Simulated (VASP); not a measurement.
## SnO2: single point with PBE

SnO2:

```
Sn O
1.0
     4.82770    0.00000    0.00000
     0.00000    4.82770    0.00000
     0.00000    0.00000    3.23799
Sn O
2 4
Direct
  0.00000 0.00000 0.00000
  0.50000 0.50000 0.50000
  0.30661 0.30661 0.00000
  0.19339 0.80661 0.50000
  0.69339 0.69339 0.00000
  0.80661 0.19339 0.50000
```

```yaml
Program: VASP 6.6.1
Task: single point
Functional: PBE
Potentials_or_basis: VASP PAW PBE potentials, release 64 (Sn_d, O)
Cutoff: 520 eV
k_mesh: 6 × 6 × 8
Occupations: gaussian, width 0.02 eV
Spin: no spin polarisation
```

```
Pressure               : 0.6 GPa
Largest force          : 0.020 eV/Å
Band gap on the k mesh : 0.67 eV
```

Forces in eV/Å, atoms in the order of the input:
```
Sn   0.000  0.000  0.000
Sn   0.000  0.000  0.000
O   -0.014 -0.014  0.000
O    0.014 -0.014  0.000
O    0.014  0.014  0.000
O   -0.014  0.014  0.000
```

Stress tensor (GPa, compression positive):
```
0.50 0.00 0.00
0.00 0.50 0.00
0.00 0.00 0.82
```

Levels at points of the mesh, in eV from the valence-band top:
| k point | band 22 | band 23 | band 24 | band 25 | band 26 | band 27 | band 28 | band 29 | band 30 | band 31 |
| --- | --- | --- | --- | --- | --- | --- | --- | --- | --- | --- |
| (0.00, 0.00, 0.00) | -1.26 | -1.26 | -0.74 | -0.74 | 0.00 | 0.67 | 5.69 | 6.06 | 6.06 | 10.12 |
| (0.50, 0.00, 0.00) | -1.90 | -1.21 | -1.21 | -0.61 | -0.61 | 3.88 | 3.88 | 6.81 | 6.81 | 10.40 |
| (0.50, 0.50, 0.00) | -1.87 | -1.33 | -1.33 | -0.85 | -0.85 | 4.27 | 4.27 | 7.15 | 7.15 | 10.48 |
| (0.00, 0.00, 0.50) | -2.57 | -1.53 | -1.53 | -1.18 | -1.18 | 5.59 | 5.59 | 9.36 | 9.36 | 10.31 |
| (0.50, 0.00, 0.50) | -1.66 | -1.02 | -1.02 | -0.75 | -0.75 | 5.85 | 5.85 | 7.60 | 7.60 | 10.58 |
| (0.50, 0.50, 0.50) | -2.43 | -0.92 | -0.92 | -0.78 | -0.78 | 4.35 | 4.35 | 8.61 | 8.61 | 10.57 |

It took 100 s on 1 thread of Intel(R) Xeon(R) Platinum 8175M CPU @ 2.50GHz (Skylake/Cascade Lake), with other jobs on the host, peak memory 0.24 GiB.

Caveat: semilocal functionals underestimate gaps, and a narrow one can read as zero; spin-orbit coupling is left out, which moves the levels of the heavy elements. PBE gaps usually lie below the measured ones, often by a third to a half.
